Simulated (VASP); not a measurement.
# Be2C: single point with PBE

The system is Be2C.

```
CELL_PARAMETERS angstrom
0.00000 2.20746 2.20746
2.20746 0.00000 2.20746
2.20746 2.20746 0.00000
ATOMIC_POSITIONS crystal
C 0.00000 0.00000 0.00000
Be 0.75000 0.75000 0.75000
Be 0.25000 0.25000 0.25000
```

This cell differs from its parent crystal: volume scaled by 1.06.

```
Program                : VASP 6.6.1
Task                   : single point
Functional             : PBE
Potentials or basis    : VASP PAW PBE potentials, release 64 (C, Be)
Cutoff                 : 600 eV
k mesh                 : 11 × 11 × 11
Occupations            : fermi-dirac, width 0.05 eV
Spin                   : no spin polarisation
Dipole correction      : no
Further INCAR settings : ALGO = Normal; EDIFF = 1e-06; NBANDS = 11
```

```yaml
Pressure: -10.6 GPa
Band_gap_on_the_k_mesh: 1.23 eV, indirect (least direct gap 4.02 eV)
```

Levels at points of the mesh, in eV from the valence-band top:
```csv
k point,band 1,band 2,band 3,band 4,band 5,band 6,band 7,band 8
"(0.00, 0.00, 0.00)",-14.62,0.00,0.00,0.00,4.02,4.02,4.02,6.11
```

Wall time 9.3 s on 1 thread of Intel(R) Xeon(R) 6975P-C (Granite Rapids) (shared host), peak memory 0.15 GiB.

 A k mesh can miss the band edges.
